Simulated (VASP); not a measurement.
# BaTa3O2 (R-3m) in VASP: further runs

The runs below take BaTa3O2 through single point, relaxation of cell and atoms, with PBE.

Program: VASP 6.6.1. These are calculated values, not measurements. Logs are shortened: lines on timing, memory, paths and dates and some standing lists are left out, and cuts for length are marked.

### Step 1. The cell of the first run

It takes space group R-3m (No. 166, trigonal). The conventional cell has a = 5.620 Å, b = 5.620 Å, c = 12.925 Å, α = 90.00°, β = 90.00°, γ = 120.00°. Ba (site symmetry -3m) has 6 Ta at 2.70 Å and 6 O at 3.29 Å within 3.6 Å. Within 3.6 Å of Ta (site symmetry 2/m) lie 2 Ba at 2.70 Å and 4 Ta at 2.81 Å and 6 O at 3.13 to 3.25 Å. Within 4.1 Å of O (site symmetry 3m) lie 9 Ta at 3.13 to 3.25 Å and 4 O at 3.25 to 3.41 Å and 3 Ba at 3.29 Å.

### Step 2. Single point, PBE

INCAR

```
ALGO = Normal
EDIFF = 1E-6
ENCUT = 520
GGA = PE
ISIF = 2
ISMEAR = 0
LASPH = T
LCHARG = F
LREAL = F
LWAVE = F
NBANDS = 36
NELM = 100
PREC = Accurate
SIGMA = 0.1
```

KPOINTS

```
k-points
0
Gamma
  6 6 6
```

POSCAR

```
BaTa3O2
1.0
    2.8098927900      1.6222923600      4.3082215600
   -2.8098927900      1.6222923600      4.3082215600
    0.0000000000     -3.2445847100      4.3082215600
Ba Ta O
1 3 2
Direct
    0.0000000000      0.0000000000      0.0000000000
    0.0000000000      0.5000000000      0.0000000000
    0.5000000000      0.0000000000      0.0000000000
    0.0000000000      0.0000000000      0.5000000000
    0.6258709400      0.6258709400      0.6258709400
    0.3741290600      0.3741290600      0.3741290600
```

Potentials or basis: VASP PAW PBE potentials, release 64 (Ba_sv, Ta_pv, O).

Started as:

```sh
cat potpaw_PBE.64/Ba_sv/POTCAR potpaw_PBE.64/Ta_pv/POTCAR potpaw_PBE.64/O/POTCAR > POTCAR
mpirun -np 1 vasp_std > vasp.out
```

OUTCAR:

```text
EDIFF = 1E-6
   ENCUT = 520
   GGA = PE
   ISIF = 2
   ISMEAR = 0
   LASPH = T
   LREAL = F
   NELM = 100
   PREC = Accurate

 ion  position               nearest neighbor table
   1  0.000  0.000  0.000-   4 2.70   4 2.70   2 2.70   3 2.70   2 2.70   3 2.70   5 3.29   6 3.29
                             5 3.29   6 3.29   5 3.29   6 3.29
   2  0.000  0.500  0.000-   1 2.70   1 2.70   4 2.81   4 2.81   3 2.81   3 2.81
   3  0.500  0.000  0.000-   1 2.70   1 2.70   4 2.81   4 2.81   2 2.81   2 2.81
   4  0.000  0.000  0.500-   1 2.70   1 2.70   2 2.81   3 2.81   2 2.81   3 2.81
   5  0.626  0.626  0.626-   1 3.29   1 3.29   1 3.29
   6  0.374  0.374  0.374-   1 3.29   1 3.29   1 3.29

  LATTYP: Found a trigonal (rhomboedric) cell.
 ALAT       =     5.3933387621
 COS(alpha) =     0.4571321828

  Lattice vectors:

 A1 = (   2.8098927900,   1.6222923600,   4.3082215600)
 A2 = (  -2.8098927900,   1.6222923600,   4.3082215600)
 A3 = (   0.0000000000,  -3.2445847100,   4.3082215600)

Analysis of symmetry for initial positions (statically):
=====================================================================
 Subroutine PRICEL returns:
 Original cell was already a primitive cell.

 Routine SETGRP: Setting up the symmetry group for a
 trigonal (rhombohedral) supercell.

 Subroutine GETGRP returns: Found 12 space group operations
 (whereof 12 operations were pure point group operations)
 out of a pool of 12 trial point group operations.

The static configuration has the point symmetry D_3d.

Analysis of symmetry for dynamics (positions and initial velocities):
=====================================================================
 Subroutine PRICEL returns:
 Original cell was already a primitive cell.

 Routine SETGRP: Setting up the symmetry group for a
 trigonal (rhombohedral) supercell.

 Subroutine GETGRP returns: Found 12 space group operations
 (whereof 12 operations were pure point group operations)
 out of a pool of 12 trial point group operations.

The dynamic configuration has the point symmetry D_3d.

 Subroutine INISYM returns: Found 12 space group operations
 (whereof 12 operations are pure point group operations),
 and found     1 'primitive' translations

----------------------------------------------------------------------------------------

                                     Primitive cell

  volume of cell :     117.8333

  direct lattice vectors                    reciprocal lattice vectors
     2.809892790  1.622292360  4.308221560     0.177942732  0.102735284  0.077371446
    -2.809892790  1.622292360  4.308221560    -0.177942732  0.102735284  0.077371446
     0.000000000 -3.244584710  4.308221560     0.000000000 -0.205470569  0.077371447

  length of vectors
     5.393338762  5.393338762  5.393338757     0.219555221  0.219555221  0.219555222

  position of ions in fractional coordinates (direct lattice)
     0.000000000  0.000000000  0.000000000
     0.000000000  0.500000000  1.000000000
     0.500000000  0.000000000  1.000000000
     1.000000000  1.000000000  0.500000000
     0.625870940  0.625870940  0.625870940
     0.374129060  0.374129060  0.374129060

  ion indices of the primitive-cell ions
   primitive index   ion index
                 1           1
                 2           2
                 3           3
                 4           4
                 5           5
                 6           6

----------------------------------------------------------------------------------------

 KPOINTS: k-points

Automatic generation of k-mesh.
 Grid dimensions read from file:
 generate k-points for:    6    6    6

 Generating k-lattice:

  Cartesian coordinates                     Fractional coordinates (reciprocal lattice)
     0.029657122  0.017122547  0.012895241     0.166666667  0.000000000 -0.000000000
    -0.029657122  0.017122547  0.012895241     0.000000000  0.166666667 -0.000000000
     0.000000000 -0.034245095  0.012895241    -0.000000000 -0.000000000  0.166666667

  Length of vectors
     0.036592537  0.036592537  0.036592537

  Shift w.r.t. Gamma in fractional coordinates (k-lattice)
     0.000000000  0.000000000  0.000000000

 Subroutine IBZKPT returns following result:
 ===========================================

 Found     32 irreducible k-points:

 Following reciprocal coordinates:
            Coordinates               Weight
  0.000000  0.000000  0.000000      1.000000
  0.166667 -0.000000 -0.000000      6.000000
  0.333333 -0.000000  0.000000      6.000000
  0.500000 -0.000000 -0.000000      3.000000
  0.166667  0.166667 -0.000000      6.000000
  0.333333  0.166667 -0.000000     12.000000
[... 16 lines left out ...]
  0.500000  0.500000  0.166667      6.000000
 -0.333333  0.500000  0.166667     12.000000
 [... further k-points ...]
   k-points           NKPTS =     32   k-points in BZ     NKDIM =     32   number of bands    NBANDS=     36
   number of dos      NEDOS =    301   number of ions     NIONS =      6
   total plane-waves  NPLWV =  64000
   dimension x,y,z NGX =    40 NGY =   40 NGZ =   40
   dimension x,y,z NGXF=    80 NGYF=   80 NGZF=   80
   ions per type =               1   3   2
   NGX,Y,Z   is equivalent  to a cutoff of  12.33, 12.33, 12.33 a.u.
   NGXF,Y,Z  is equivalent  to a cutoff of  24.66, 24.66, 24.66 a.u.
 SYSTEM =  unknown system
   PREC   = accura    normal or accurate (medium, high low for compatibility)
   ISTART =      0    job   : 0-new  1-cont  2-samecut
   ICHARG =      2    charge: 1-file 2-atom 10-const
   ISPIN  =      1    spin polarized calculation?
   LNONCOLLINEAR =      F non collinear calculations
   LSORBIT =      F    spin-orbit coupling
   LASPH  =      T    aspherical Exc in radial PAW
   ENCUT  =  520.0 eV  38.22 Ry    6.18 a.u.  10.03 10.03 10.03*2*pi/ulx,y,z
   NELM   =    100;   NELMIN=  2; NELMDL= -5     # of ELM steps
   EDIFF  = 0.1E-05   stopping-criterion for ELM
   LREAL  =      F    real-space projection
   EDIFFG = 0.1E-04   stopping-criterion for IOM
   NSW    =      0    number of steps for IOM
   IBRION =     -1    ionic relax: 0-MD 1-quasi-New 2-CG
   NFREE  =      0    steps in history (QN), initial steepest desc. (CG)
   ISIF   =      2    stress and relaxation
   ISYM   =      2    0-nonsym 1-usesym 2-fastsym
   POTIM  = 0.5000    time-step for ionic-motion
   TEBEG  =    0.0;   TEEND  =   0.0 temperature during run
   PSTRESS=    0.0 pullay stress
   NELECT =      55.0000    total number of electrons
   NUPDOWN=      -1.0000    fix difference up-down
   EMIN   =  10.00;   EMAX   =-10.00  energy-range for DOS
   EFERMI =   0.00;   METHOD = LEGACY
   ISMEAR =     0;   SIGMA  =   0.10  broadening in eV -4-tet -1-fermi 0-gaus
   EFERMI_NEDOS =   21; number of points for ismear=-14 and -15
   IALGO  =     38    algorithm
   IMIX   =      4    mixing-type and parameters
     AMIX     =   0.40;   BMIX     =  1.00
     AMIX_MAG =   1.60;   BMIX_MAG =  1.00
  volume/ion in A,a.u.               =      19.64       132.53
  Fermi-wavevector in a.u.,A,eV,Ry     =   1.269910  2.399782 21.941733  1.612672
  Thomas-Fermi vector in A             =   2.402926
   LORBIT       =      0    0 simple, 1 ext, 2 COOP (PROOUT), +10 PAW based schemes
   GGA     = PE    functional components
   LHFCALC =     F    Hartree Fock is set to
   AEXX    =    0.0000 exact exchange contribution
   IVDW    =     0    specifies the selected vdW correction
   LEPSILON=     F    determine dielectric tensor
   LRPA    =     F    only Hartree local field effects (RPA)
 non-spin polarized calculation
 Gauss-broadening in eV      SIGMA  =   0.10
  energy-cutoff  :      520.00
  volume of cell :      117.83
 maximum number of plane-waves:      3202
   NGX = 21   NGY = 21   NGZ = 21

 number of electron      54.9999988 magnetization

 Free energy of the ion-electron system (eV)
  ---------------------------------------------------
  ext. energy  EPLUGINS =         0.00000000
  ---------------------------------------------------
  free energy    TOTEN  =       -36.51659791 eV

  energy without entropy =      -36.48620363  energy(sigma->0) =      -36.50140077

 E-fermi :   3.4672     XC(G=0): -10.7351

 val. band max:        3.4647937995   @ k =  -0.3333   0.5000   0.3333
 cond. band min:       3.4843379307   @ k =   0.3333   0.1667   0.1667
 fundamental gap:      0.0195441313
 Fermi energy:         3.4671514465

 k-point     1 :       0.0000    0.0000    0.0000
  band No.  band energies     occupation
      1     -31.9652      2.00000
      2     -31.5962      2.00000
      3     -31.5712      2.00000
      4     -31.5712      2.00000
      5     -31.4584      2.00000
      6     -31.4584      2.00000
[... 28 lines left out ...]
     35       6.6076      0.00000
     36       6.6076      0.00000

 k-point     2 :       0.1667   -0.0000   -0.0000
  band No.  band energies     occupation
      1     -31.9127      2.00000
      2     -31.5849      2.00000
      3     -31.5629      2.00000
      4     -31.5372      2.00000
      5     -31.4686      2.00000
      6     -31.4526      2.00000
[... 28 lines left out ...]
     35       6.2174      0.00000
     36       6.5074      0.00000

 k-point     3 :       0.3333   -0.0000    0.0000
  band No.  band energies     occupation
      1     -31.7991      2.00000
      2     -31.5802      2.00000
      3     -31.5309      2.00000
      4     -31.4869      2.00000
      5     -31.4462      2.00000
      6     -31.3952      2.00000
[... 28 lines left out ...]
     35       5.3451      0.00000
     36       5.7409      0.00000
[... 742 lines left out ...]
 k-point    23 :       0.5000    0.5000    0.1667
  band No.  band energies     occupation
      1     -31.8636      2.00000
      2     -31.5790      2.00000
      3     -31.5255      2.00000
      4     -31.4748      2.00000
      5     -31.4467      2.00000
      6     -31.3960      2.00000
[... 28 lines left out ...]
     35       6.0789      0.00000
     36       6.4336      0.00000

 k-point    24 :      -0.3333    0.5000    0.1667
  band No.  band energies     occupation
      1     -31.7809      2.00000
      2     -31.5644      2.00000
      3     -31.5240      2.00000
      4     -31.4698      2.00000
      5     -31.4280      2.00000
      6     -31.2669      2.00000
[... 28 lines left out ...]
     35       5.1682      0.00000
     36       5.7399      0.00000

 [... further k-points ...]
[... 5 lines left out ...]
  --------------------------------------------------------------------------------------
  -------------------------------------------------------------------------------------
  Total       -4.5327912     -4.5327912     13.1797450      0.0000000      0.0000000     -0.0000000
  in kB      -61.6322671    -61.6322670    179.2047174      0.0000000      0.0000001     -0.0000000
  external PRESSURE =      18.6467278 kB  Pullay stress =       0.0000000 kB

 VOLUME and BASIS-vectors are now :
 -----------------------------------------------------------------------------
  energy-cutoff  :      520.00
  volume of cell :      117.83
      direct lattice vectors                 reciprocal lattice vectors
     2.809892790  1.622292360  4.308221560     0.177942732  0.102735284  0.077371446
    -2.809892790  1.622292360  4.308221560    -0.177942732  0.102735284  0.077371446
     0.000000000 -3.244584710  4.308221560     0.000000000 -0.205470569  0.077371447

 POSITION                                       TOTAL-FORCE (eV/Angst)
 -----------------------------------------------------------------------------------
      0.00000      0.00000      0.00000         0.000000     -0.000000      0.000000
     -1.40495      0.81115      2.15411        -0.000000     -0.000000      0.000000
      1.40495      0.81115      2.15411         0.000000     -0.000000      0.000000
      0.00000     -1.62229      2.15411        -0.000000     -0.000000      0.000000
      0.00000      0.00000      8.08917         0.000000      0.000000      0.543801
      0.00000      0.00000      4.83549         0.000000     -0.000000     -0.543801
 -----------------------------------------------------------------------------------
    total drift:                                0.000000      0.000000     -0.000000

  FREE ENERGIE OF THE ION-ELECTRON SYSTEM (eV)
  ---------------------------------------------------
  free  energy   TOTEN  =       -36.5165979137 eV

  energy  without entropy=      -36.4862036310  energy(sigma->0) =      -36.50140077
```

Run time: 2.5 min. Hardware: 1 thread of Intel Xeon Platinum 8488C (Sapphire Rapids), shared host; peak memory 0.32 GiB.

Results:

| Property | Result |
| --- | --- |
| Free energy | -36.5166 eV |
| Pressure | 1.9 GPa |
| Largest force | 0.544 eV/Å |

Forces in eV/Å, atoms in the order of the input:
```
Ba   0.000  0.000  0.000
Ta   0.000  0.000  0.000
Ta   0.000  0.000  0.000
Ta   0.000  0.000  0.000
O    0.000  0.000  0.544
O    0.000  0.000 -0.544
```

Caveat: spin-orbit coupling is left out, which moves the levels of the heavy elements; an odd number of electrons without spin polarisation forces a metal; a magnetic or distorted state may lie lower.

### Step 3. Single point, PBE

This run uses another cell than the first one, of 26.72 Å³/atom, 1.361 times its volume.

INCAR

```
PREC = Accurate
ENCUT = 520
EDIFF = 1E-6
ISMEAR = 0
SIGMA = 0.1
LREAL = F
LASPH = T
NELM = 100
ALGO = Normal
ISIF = 2
LWAVE = F
LCHARG = F
GGA = PE
NBANDS = 36
```

KPOINTS

```
Automatic mesh
0
Gamma
  6 6 6
```

POSCAR

```
BaTa3O2
1.0
    2.6868793399      1.5512705127      6.4115065261
   -2.6868793399      1.5512705127      6.4115065261
    0.0000000000     -3.1025410179      6.4115065279
Ba Ta O
1 3 2
Direct
    0.0000000000      0.0000000000      0.0000000000
    0.0000000000      0.5000000000      0.0000000000
    0.5000000000      0.0000000000      0.0000000000
    0.0000000000      0.0000000000      0.5000000000
    0.7574031250      0.7574031250      0.7574031250
    0.2425968750      0.2425968750      0.2425968750
```

Potentials or basis: VASP PAW PBE potentials, release 64 (Ba_sv, Ta_pv, O).

Started as:

```sh
cat potpaw_PBE.64/Ba_sv/POTCAR potpaw_PBE.64/Ta_pv/POTCAR potpaw_PBE.64/O/POTCAR > POTCAR
mpirun -np 1 vasp_std > vasp.out
```

Run time: 6.3 min. Hardware: 1 thread of Intel Xeon Platinum 8488C (Sapphire Rapids), shared host; peak memory 0.48 GiB.

It converged, with:

```yaml
Free_energy: -49.4228 eV
Pressure: 0.4 GPa
Largest_force: 0.081 eV/Å
```

Forces in eV/Å, atoms in the order of the input:
```
Ba   0.000  0.000  0.000
Ta   0.000  0.000  0.000
Ta   0.000  0.000  0.000
Ta   0.000  0.000  0.000
O    0.000  0.000 -0.081
O    0.000  0.000  0.081
```

Stress tensor (GPa, compression positive):
```
0.28 0.00 0.00
0.00 0.28 0.00
0.00 0.00 0.62
```

Levels at points of the mesh, in eV from the Fermi level:
| k point | band 26 | band 27 | band 28 | band 29 | band 30 | band 31 |
| --- | --- | --- | --- | --- | --- | --- |
| (0.00, 0.00, 0.00) | -0.82 | -0.78 | -0.78 | 1.21 | 1.84 | 1.94 |
| (0.50, 0.00, 0.00) | -0.38 | -0.16 | -0.16 | 0.46 | 0.55 | 1.32 |
| (0.50, 0.50, 0.00) | -0.42 | -0.18 | 0.16 | 0.17 | 0.87 | 1.16 |
| (0.50, 0.50, 0.50) | -0.24 | -0.24 | -0.20 | -0.06 | 1.48 | 1.90 |

Caveat: spin-orbit coupling is left out, which moves the levels of the heavy elements; an odd number of electrons without spin polarisation forces a metal; a magnetic or distorted state may lie lower.

[end of part 1 of 2]
